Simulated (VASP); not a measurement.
Write the native input for VASP 6.6.1 that does the following.

```yaml
Task: single point
Functional: revPBE
Potentials_or_basis: VASP PAW PBE potentials, release 64 (Li_sv)
Cutoff: 520 eV
k_mesh: 13 × 13 × 7
Occupations: fermi-dirac, width 0.1 eV
Spin: no spin polarisation
Dipole_correction: no
Further_INCAR_settings: ALGO = Normal; EDIFF = 1e-06; NBANDS = 10
```

The structure of Li lies in POSCAR:

```
Li
1.0
    3.1854059747      0.0000000000      0.0000000000
   -1.5927029873      2.7586424954      0.0000000000
    0.0000000000      0.0000000000      5.1966402093
Li
2
Direct
    0.3333333333      0.6666666667      0.2500000000
    0.6666666667      0.3333333333      0.7500000000
```

This cell differs from its parent crystal: volume scaled by 1.08.

These files were run (other wordings do the same):

INCAR

```
SYSTEM = Li
ALGO = Normal
EDIFF = 1E-6
ENCUT = 520
GGA = RE
ISIF = 2
ISMEAR = -1
LASPH = .True.
LCHARG = .True.
LELF = .True.
LREAL = .False.
LVHAR = .True.
LWAVE = .False.
NBANDS = 10
NELM = 100
PREC = Accurate
SIGMA = 0.1
```

KPOINTS

```
k-points
0
Gamma
  13 13 7
  0 0 0
```

Potentials or basis: VASP PAW PBE potentials, release 64 (Li_sv).

Command:

```bash
$ cat potpaw_PBE.64/Li_sv/POTCAR > POTCAR
$ mpirun -np 1 vasp_std > vasp.out
```

Results of the run:

```json
{
  "Band gap on the k mesh": "zero (band 3 reaches 1.92 eV, above the bottom of band 4 at -1.64 eV)"
}
```

It took 19 s on 1 thread of Intel Xeon 6975P-C, on a shared host, peak memory 0.16 GiB.
